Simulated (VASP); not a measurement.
Here is a VASP 6.6.1 calculation.

The input INCAR:

```
SYSTEM = Hg
ALGO = Normal
EDIFF = 1E-6
ENCUT = 520
GGA = PE
ISIF = 2
ISMEAR = 0
LASPH = .True.
LCHARG = .False.
LDAU = .True.
LDAUJ = 0
LDAUL = 2
LDAUPRINT = 1
LDAUTYPE = 2
LDAUU = 7.6
LREAL = .False.
LWAVE = .False.
NBANDS = 25
NELM = 150
PREC = Accurate
SIGMA = 0.1
```

Contents of KPOINTS:

```
k-points
0
Gamma
  6 6 6
  0 0 0
```

The input POSCAR:

```
Hg
1.0
    4.5400020208      0.0000000000      0.0000000000
   -2.2700010104      3.9317570832      0.0000000000
    0.0000000000      0.0000000000      3.8700000000
Hg
3
Direct
    1.2483333333      1.2646666667      1.0740000000
    0.9150000000      0.5980000000      0.5740000000
    1.5816666667      0.9313333333      1.0740000000
```

Potentials or basis: VASP PAW PBE potentials, release 64 (Hg).

Command:

```sh
$ cat potpaw_PBE.64/Hg/POTCAR > POTCAR
$ mpirun -np 1 vasp_std > vasp.out
```

(1) Predict the band gap on the k mesh.

(2) Estimate the pressure.

## Answers

(1) zero (bands 18 and 19 overlap by 5.84 eV).

(2) 9.7 GPa.

Caveat: the stress differs along the axes, from 4 to 13 GPa; spin-orbit coupling is left out, which moves the levels of the heavy elements; U without spin polarisation on a metal has little footing; the U is typed as a test and isn't derived for this compound.
